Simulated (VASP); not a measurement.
## Mg3Te2O: relaxation of cell and atoms with PBE

Mg3Te2O:

```
CELL_PARAMETERS angstrom
4.90331 0.00000 0.00000
-2.45165 4.24639 0.00000
0.00000 0.00000 7.57821
ATOMIC_POSITIONS crystal
Mg 0.00000 0.00000 0.21595
Mg 0.00000 0.00000 0.78405
Mg 0.00000 0.00000 0.50000
Te 0.33333 0.66667 0.00000
Te 0.66667 0.33333 0.00000
O 0.00000 0.00000 0.00000
```

The cell was generated, and may not be a known phase.

```
Program                : VASP 6.6.1
Task                   : relaxation of cell and atoms
Functional             : PBE
Potentials or basis    : VASP PAW PBE potentials, release 64 (Mg, Te, O)
Cutoff                 : 600 eV
k mesh                 : 6 × 6 × 2
Occupations            : gaussian, width 0.1 eV
Spin                   : no spin polarisation
Dipole correction      : no
Further INCAR settings : ALGO = Normal; EDIFF = 1e-06; IBRION = 2; EDIFFG = -0.04; NSW = 90; ISIF = 3
```

| Property | Result |
| --- | --- |
| Relaxed volume | 38.17 Å³/atom |
| Relaxed cell | a = 5.266 Å, b = 5.266 Å, c = 9.535 Å, α = 90.00°, β = 90.00°, γ = 120.00° |
| Space group after relaxing (to 0.1 Å) | P6/mmm (No. 191) |
| Energy gained by relaxing | 850.1 meV/atom |
| Ionic steps | 12 |
| Pressure after relaxing | 0.0 GPa |
| Largest force after relaxing | 0.011 eV/Å |
| Band gap on the k mesh | zero (bands 12 and 13 overlap by 0.01 eV) |

Forces in eV/Å, atoms in the order of the input:
```
Mg   0.000  0.000  0.011
Mg   0.000  0.000 -0.011
Mg   0.000  0.000  0.000
Te   0.000  0.000  0.000
Te   0.000  0.000  0.000
O    0.000  0.000  0.000
```

Step by step:
| step | energy change (eV) | largest force (eV/Å) | pressure (GPa) | volume (Å³) |
| --- | --- | --- | --- | --- |
| 1 | 0.0000 | 1.5990 | 21.62 | 157.79 |
| 2 | -3.5620 | 2.3492 | -3.56 | 248.54 |
| 3 | -4.3637 | 2.7832 | 0.99 | 209.30 |
| 4 | -4.3661 | 2.7702 | 0.40 | 212.60 |
| 5 | -4.3673 | 2.7763 | 0.61 | 211.43 |
| 6 | -4.8891 | 1.5195 | -0.04 | 219.10 |
| 7 | -5.0753 | 0.1916 | -0.20 | 227.22 |
| 8 | -5.0756 | 0.1400 | -0.20 | 227.54 |
| 9 | -5.0936 | 0.2958 | 0.46 | 226.01 |
| 10 | -5.0957 | 0.1798 | 0.28 | 226.39 |
| 11 | -5.1006 | 0.0430 | 0.02 | 228.52 |
| 12 | -5.1008 | 0.0115 | -0.03 | 229.01 |

Final structure:
```yaml
crystal:
  lattice:
    - [5.26638, 0.00000, 0.00000]
    - [-2.63319, 4.56082, 0.00000]
    - [0.00000, 0.00000, 9.53459]
  atoms:
    - { symbol: Mg, position: [0.00000, 0.00000, 0.19661] }
    - { symbol: Mg, position: [0.00000, 0.00000, 0.80339] }
    - { symbol: Mg, position: [0.00000, 0.00000, 0.50000] }
    - { symbol: Te, position: [0.33333, 0.66667, 0.00000] }
    - { symbol: Te, position: [0.66667, 0.33333, 0.00000] }
    - { symbol: O, position: [0.00000, 0.00000, 0.00000] }
```

Levels at points of the mesh, in eV from the Fermi level:
```
           k point  band 10  band 11  band 12  band 13  band 14  band 15
(0.00, 0.00, 0.00)    -2.72    -0.21    -0.07     1.55     1.68     1.68
(0.50, 0.00, 0.00)    -1.64    -1.49    -0.03     0.47     1.00     1.63
(0.00, 0.00, 0.50)    -2.23    -1.24    -0.07     1.70     1.70     3.02
(0.50, 0.00, 0.50)    -1.49    -1.40    -0.33     0.89     0.96     2.01
```

Wall time 3.7 min on 1 thread of Intel(R) Xeon(R) 6975P-C (Granite Rapids), with other jobs on the host, peak memory 0.35 GiB.

Caveat: the k points lie up to 0.33 Å⁻¹ apart in the final cell; the volume moved by over 15 % at a fixed basis, so the end points are rough; semilocal functionals underestimate gaps, and a narrow one can read as zero; spin-orbit coupling is left out, which moves the levels of the heavy elements.
